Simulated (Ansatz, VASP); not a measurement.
TaN: VASP beside Ansatz

File INCAR:

```
SYSTEM = TaN
  ALGO = Normal
  EDIFF = 1E-6
  ENCUT = 520
  GGA = PS
  ISIF = 2
  ISMEAR = 1
  LASPH = .TRUE.
  LCHARG = .FALSE.
  LREAL = Auto
  LWAVE = .FALSE.
  NBANDS = 168
  NELM = 60
  PREC = Accurate
  SIGMA = 0.1
```

The input KPOINTS:

```
k-points
0
G
  2 2 2
  0 0 0
```

The input POSCAR:

```
TaN
1.0
    7.7675072943      4.4845723699      0.0000000000
   -7.7675072446      4.4845724560      0.0000000000
    0.0000000000      0.0000000000      5.7917586532
Ta N
18 18
Direct
    0.0000000000      0.0000000000      0.0000000000
    0.3333333333      0.6666666667      0.0000000000
    0.6666666667      0.3333333333      0.0000000000
    0.0000000000      0.6666666667      0.2500000000
    0.3333333333      0.3333333334      0.2500000000
    0.6666666667      0.0000000000      0.2500000000
    0.0000000000      0.3333333333      0.2500000000
    0.3333333333      0.0000000000      0.2500000000
    0.6666666667      0.6666666666      0.2500000000
    0.0000000000      0.0000000000      0.5000000000
    0.3333333333      0.6666666667      0.5000000000
    0.6666666667      0.3333333333      0.5000000000
    0.0000000000      0.6666666667      0.7500000000
    0.3333333333      0.3333333334      0.7500000000
    0.6666666667      0.0000000000      0.7500000000
    0.0000000000      0.3333333333      0.7500000000
    0.3333333333      0.0000000000      0.7500000000
    0.6666666667      0.6666666666      0.7500000000
    0.1311380463      0.8688619537      0.0000000000
    0.4644713796      0.5355286204      0.0000000000
    0.7978047130      0.2021952870      0.0000000000
    0.0710572408      0.5355286204      0.0000000000
    0.4043905742      0.2021952870      0.0000000000
    0.7377239075      0.8688619537      0.0000000000
    0.1311380463      0.2622760925      0.0000000000
    0.4644713796      0.9289427592      0.0000000000
    0.7978047130      0.5956094258      0.0000000000
    0.1311380463      0.8688619537      0.5000000000
    0.4644713796      0.5355286204      0.5000000000
    0.7978047130      0.2021952870      0.5000000000
    0.0710572408      0.5355286204      0.5000000000
    0.4043905742      0.2021952870      0.5000000000
    0.7377239075      0.8688619537      0.5000000000
    0.1311380463      0.2622760925      0.5000000000
    0.4644713796      0.9289427592      0.5000000000
    0.7978047130      0.5956094258      0.5000000000
```

Input for Ansatz:

```yaml
crystal:
  lattice:
    - [7.7675072943, 4.4845723699, 0.0]
    - [-7.7675072446, 4.484572456, 0.0]
    - [0.0, 0.0, 5.7917586532]
  atoms:
    - { symbol: Ta, position: [0.0, 0.0, 0.0] }
    - { symbol: Ta, position: [0.3333333333, 0.6666666667, 0.0] }
    - { symbol: Ta, position: [0.6666666667, 0.3333333333, 0.0] }
    - { symbol: Ta, position: [0.0, 0.6666666667, 0.25] }
    - { symbol: Ta, position: [0.3333333333, 0.3333333334, 0.25] }
    - { symbol: Ta, position: [0.6666666667, 0.0, 0.25] }
    - { symbol: Ta, position: [0.0, 0.3333333333, 0.25] }
    - { symbol: Ta, position: [0.3333333333, 0.0, 0.25] }
    - { symbol: Ta, position: [0.6666666667, 0.6666666666, 0.25] }
    - { symbol: "N", position: [0.1311380463, 0.8688619537, 0.0] }
    - { symbol: "N", position: [0.4644713796, 0.5355286204, 0.0] }
    - { symbol: "N", position: [0.797804713, 0.202195287, 0.0] }
    - { symbol: "N", position: [0.0710572408, 0.5355286204, 0.0] }
    - { symbol: "N", position: [0.4043905742, 0.202195287, 0.0] }
    - { symbol: "N", position: [0.7377239075, 0.8688619537, 0.0] }
    - { symbol: "N", position: [0.1311380463, 0.2622760925, 0.0] }
    - { symbol: "N", position: [0.4644713796, 0.9289427592, 0.0] }
    - { symbol: "N", position: [0.797804713, 0.5956094258, 0.0] }
    - { symbol: Ta, position: [0.0, 0.0, 0.5] }
    - { symbol: Ta, position: [0.3333333333, 0.6666666667, 0.5] }
    - { symbol: Ta, position: [0.6666666667, 0.3333333333, 0.5] }
    - { symbol: Ta, position: [0.0, 0.6666666667, 0.75] }
    - { symbol: Ta, position: [0.3333333333, 0.3333333334, 0.75] }
    - { symbol: Ta, position: [0.6666666667, 0.0, 0.75] }
    - { symbol: Ta, position: [0.0, 0.3333333333, 0.75] }
    - { symbol: Ta, position: [0.3333333333, 0.0, 0.75] }
    - { symbol: Ta, position: [0.6666666667, 0.6666666666, 0.75] }
    - { symbol: "N", position: [0.1311380463, 0.8688619537, 0.5] }
    - { symbol: "N", position: [0.4644713796, 0.5355286204, 0.5] }
    - { symbol: "N", position: [0.797804713, 0.202195287, 0.5] }
    - { symbol: "N", position: [0.0710572408, 0.5355286204, 0.5] }
    - { symbol: "N", position: [0.4043905742, 0.202195287, 0.5] }
    - { symbol: "N", position: [0.7377239075, 0.8688619537, 0.5] }
    - { symbol: "N", position: [0.1311380463, 0.2622760925, 0.5] }
    - { symbol: "N", position: [0.4644713796, 0.9289427592, 0.5] }
    - { symbol: "N", position: [0.797804713, 0.5956094258, 0.5] }
basis:
  ecutwfc: 420
  xc_grid: 2
hamiltonian:
  xc: pbesol
  pseudopotentials: { kind: paw, azcp: { folder: soft_1 } }
kpoints:
  mp_grid: { grid: [2, 2, 2] }
scf:
  occupations: { method: methfessel_paxton, width: 0.1 }
  max_iter: 120
output:
  forces: true
  stress: true
```

Alike in both runs: task single point; functional PBEsol; k mesh 2 × 2 × 2; occupations methfessel-paxton of order 1, width 0.1 eV; no spin polarisation.

|  | VASP | Ansatz |
| --- | --- | --- |
| version | VASP 6.6.1 | Ansatz 0.2.0 |
| potentials or method | VASP PAW PBE potentials, release 64 (Ta_pv, N), cutoff 520 eV | plane-wave PAW DFT |
| valence electrons in the cell | 288 | 324 |

VASP gave:

```
pressure (GPa)                     : 1.2
rms of the force components (eV/Å) : 0.004
```

Task: Estimate Ansatz's values.

Result: Pressure (GPa): 0.2; rms of the force components (eV/Å): 0.002.

VASP's potentials were made for PBE, not for PBEsol, and Ansatz warns of the same on its side. VASP's potentials hold 288 valence electrons a cell and Ansatz's 324, so a difference there can come from the potentials and not from the codes.

The k mesh is coarse, so the values compare programs but aren't converged. Neither program's run includes spin-orbit coupling.
